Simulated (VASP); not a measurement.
## WS2: relaxation of shape and atoms at fixed volume with PBE+D3(BJ)

WS2:

```xyz
3
Lattice="1.6071 0.9279 6.4087 -1.6071 0.9279 6.4087 0.0000 -1.8557 6.4087" Properties=species:S:1:pos:R:3 pbc="T T T"
W     0.0000    0.0000    0.0129
S     0.0000    0.0000    4.8307
S     0.0000    0.0000    8.0130
```

| Property | Result |
| --- | --- |
| Program | VASP 6.6.1 |
| Task | relaxation of shape and atoms at fixed volume |
| Functional | PBE |
| Dispersion | D3(BJ) |
| Potentials or basis | VASP PAW PBE potentials, release 64 (W_sv, S) |
| Cutoff | 600 eV |
| k mesh | 12 × 12 × 12 |
| Occupations | gaussian, width 0.02 eV |
| Spin | no spin polarisation |
| Dipole correction | no |
| Further INCAR settings | ALGO = Normal; EDIFF = 1e-07; IBRION = 2; EDIFFG = -0.01; NSW = 50; ISIF = 4 |

```json
{"Energy gained by relaxing": "10.7 meV/atom", "Ionic steps": "8", "Pressure after relaxing": "-2.4 GPa", "Band gap on the k mesh": "1.30 eV (least direct gap 1.84 eV)", "Dispersion energy per atom": "-0.395 eV"}
```

Forces on the atoms (eV/Å):
```
W    0.000  0.000  0.003
S    0.000  0.000 -0.002
S    0.000  0.000 -0.001
```

The path:
| step | energy change (eV) | largest force (eV/Å) | pressure (GPa) | volume (Å³) |
| --- | --- | --- | --- | --- |
| 1 | 0.0000 | 0.6076 | -7.16 | 57.34 |
| 2 | -0.0184 | 0.0330 | -4.47 | 57.34 |
| 3 | -0.0184 | 0.0242 | -4.43 | 57.34 |
| 4 | -0.0286 | 0.0042 | -3.39 | 57.34 |
| 5 | -0.0321 | 0.0207 | -2.29 | 57.34 |
| 6 | -0.0321 | 0.0199 | -2.34 | 57.34 |
| 7 | -0.0321 | 0.0221 | -2.48 | 57.34 |
| 8 | -0.0321 | 0.0026 | -2.40 | 57.34 |

Final structure:
```cif
data_structure
_symmetry_space_group_name_H-M 'P 1'
_symmetry_Int_Tables_number 1
_cell_length_a 6.8017
_cell_length_b 6.8017
_cell_length_c 6.8017
_cell_angle_alpha 27.034
_cell_angle_beta 27.034
_cell_angle_gamma 27.034
_cell_volume 57.34
loop_
_atom_site_label
_atom_site_type_symbol
_atom_site_fract_x
_atom_site_fract_y
_atom_site_fract_z
_atom_site_occupancy
W1 W 0.00067 0.00067 0.00067 1
S1 S 0.25402 0.25402 0.25402 1
S2 S 0.41401 0.41401 0.41401 1
```

Levels at points of the mesh, in eV from the valence-band top:
```csv
k point,band 9,band 10,band 11,band 12,band 13,band 14,band 15,band 16,band 17
"(0.00, 0.00, 0.00)",-3.27,-2.06,-2.06,-1.75,-0.90,2.42,2.42,2.62,2.62
"(0.50, 0.00, 0.00)",-4.98,-3.86,-2.45,-1.67,-1.45,2.43,2.79,3.75,4.13
"(0.50, 0.50, 0.00)",-4.79,-3.83,-2.81,-1.76,-1.33,2.41,2.89,3.42,4.39
"(0.50, 0.50, 0.50)",-3.28,-3.28,-2.05,-2.05,0.00,2.46,2.46,2.55,2.55
```

Wall time 47 min on 1 thread of AMD EPYC 9R45 (Zen 5), on a shared host, peak memory 0.57 GiB.

Caveat: spin-orbit coupling is left out, which moves the levels of the heavy elements. A k mesh can miss the band edges.
